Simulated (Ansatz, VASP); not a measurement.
C: VASP beside Ansatz

The input INCAR:

```
SYSTEM = C
ALGO = Normal ; EDIFF = 1E-6
ENCUT = 520 ; GGA = RP
GGA_COMPAT = .FALSE. ; ISIF = 2
ISMEAR = -1 ; LASPH = .TRUE.
LCHARG = .FALSE. ; LNONCOLLINEAR = .TRUE.
LORBIT = 11 ; LORBMOM = .TRUE.
LREAL = .FALSE. ; LSORBIT = .TRUE.
LWAVE = .FALSE. ; MAGMOM = 0 0 0 0 0 0 0 0 0 0 0 0
NBANDS = 30 ; NELM = 150
PREC = Accurate ; SIGMA = 0.05
```

The input KPOINTS:

```
k-points
0
G
  11 11 3
  0 0 0
```

POSCAR

```
C
1.0
    2.4771284981      0.0000000000      0.0000000000
   -1.2385642490      2.1452562078      0.0000000000
    0.0000000000      0.0000000000      9.6545080659
C
4
Direct
    1.0000000000      1.0000000000      0.2500000000
    0.0000000000      0.0000000000      0.7500000000
    0.3333333333      0.6666666667      0.2500000000
    0.6666666667      0.3333333333      0.7500000000
```

Input for Ansatz:

```yaml
crystal:
  lattice:
    - [2.4771284981, 0.0, 0.0]
    - [-1.238564249, 2.1452562078, 0.0]
    - [0.0, 0.0, 9.6545080659]
  atoms:
    - { symbol: C, position: [1.0, 1.0, 0.25] }
    - { symbol: C, position: [0.0, 0.0, 0.75] }
    - { symbol: C, position: [0.3333333333, 0.6666666667, 0.25] }
    - { symbol: C, position: [0.6666666667, 0.3333333333, 0.75] }
hamiltonian:
  xc: rpbe
  pseudopotentials:
    kind: paw_fr
    azcp:
      C: "pseudopotentials/C.paw.azcp"
basis:
  ecutwfc: 420
  fft_grid_basis: typed
kpoints:
  mp_grid: { grid: [11, 11, 3], shift: [0, 0, 0] }
magnetization:
  noncollinear: true
  spin_orbit: true
scf:
  occupations: { method: fermi_dirac, width: 0.05 }
```

Alike in both runs: task single point; functional RPBE; k mesh 11 × 11 × 3; occupations fermi-dirac, width 0.05 eV; non-collinear spin, spin-orbit coupling.

|  | VASP | Ansatz |
| --- | --- | --- |
| version | VASP 6.6.1 | Ansatz 0.2.0 |
| potentials or method | VASP PAW PBE potentials, release 64 (C), cutoff 520 eV | plane waves (420 eV) with PAW, fully relativistic with spin-orbit coupling |
| valence electrons in the cell | 16 | 16 |

|  | VASP | Ansatz | Ansatz less VASP |
| --- | --- | --- | --- |
| net moment per atom (μB) | 0.00 | 0.00 | 0.000 |

VASP's potentials were made for PBE, not for RPBE. The functional is the same, so the differences come from potentials, cutoffs and numerics.
